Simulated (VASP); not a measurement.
Write the native input for VASP 6.6.1 that does the following.

```yaml
Task: relaxation of the atoms
Functional: PBE
Dispersion: D3(BJ)
Potentials_or_basis: VASP PAW PBE potentials, release 64 (Mg, O)
Cutoff: 520 eV
k_mesh: 2 × 2 × 2
Occupations: gaussian, width 0.02 eV
Spin: no spin polarisation
Dipole_correction: no
Further_INCAR_settings: LREAL = Auto; ALGO = Normal; EDIFF = 1e-06; IBRION = 2; EDIFFG = -0.03; NSW = 80
```

The structure of Mg9O8 (a cell with a defect) lies in POSCAR:

```
Mg9O8
1.0
    0.0000000000      4.2250000000      4.2250000000
    4.2250000000      0.0000000000      4.2250000000
    4.2250000000      4.2250000000      0.0000000000
Mg O
9 8
Direct
    0.0000000000      0.0000000000      0.0000000000
    0.0000000000      0.0000000000      0.5000000000
    0.0000000000      0.5000000000      0.0000000000
    0.0000000000      0.5000000000      0.5000000000
    0.5000000000      0.0000000000      0.0000000000
    0.5000000000      0.0000000000      0.5000000000
    0.5000000000      0.5000000000      0.0000000000
    0.5000000000      0.5000000000      0.5000000000
    0.8717613000      0.3829177000      0.3601607000
    0.2500000000      0.2500000000      0.2500000000
    0.2500000000      0.2500000000      0.7500000000
    0.2500000000      0.7500000000      0.2500000000
    0.2500000000      0.7500000000      0.7500000000
    0.7500000000      0.2500000000      0.2500000000
    0.7500000000      0.2500000000      0.7500000000
    0.7500000000      0.7500000000      0.2500000000
    0.7500000000      0.7500000000      0.7500000000
```

The input as run:

INCAR

```
SYSTEM = Mg9O8
PREC     = Accurate       ! precision mode
ENCUT    = 520            ! plane-wave cutoff, eV
EDIFF    = 1E-6           ! SCF threshold, eV
ISMEAR   = 0              ! smearing method
SIGMA    = 0.02           ! smearing width, eV
LREAL    = Auto         
LASPH    = .True.         ! aspherical terms in the spheres
NELM     = 100            ! most SCF steps
ALGO     = Normal         ! electronic algorithm
ISIF     = 2              ! what is computed and relaxed
LWAVE    = .False.        ! write WAVECAR
LCHARG   = .False.        ! write CHGCAR
GGA      = PE             ! functional
IVDW     = 12             ! dispersion correction
IBRION   = 2              ! ionic algorithm
NSW      = 80             ! ionic steps
EDIFFG   = -0.03          ! ionic threshold
```

KPOINTS

```
Automatic mesh
0
Gamma
  2 2 2
  0 0 0
```

Potentials or basis: VASP PAW PBE potentials, release 64 (Mg, O).

Command:

```sh
$ cat potpaw_PBE.64/Mg/POTCAR potpaw_PBE.64/O/POTCAR > POTCAR
$ mpirun -np 1 vasp_std > vasp.out
```

It gave:

```json
{
  "Energy gained by relaxing": "361.5 meV/atom",
  "Ionic steps": "25",
  "Pressure after relaxing": "34.1 GPa",
  "Largest force after relaxing": "0.022 eV/Å",
  "Band gap on the k mesh": "zero (bands 33 and 34 overlap by 0.49 eV)",
  "Dispersion energy per atom": "-0.330 eV"
}
```

Caveat: the k points lie up to 0.64 Å⁻¹ apart.

Wall time 34 min on 1 thread of Intel(R) Xeon(R) Platinum 8488C (Sapphire Rapids) (shared host), peak memory 0.37 GiB.
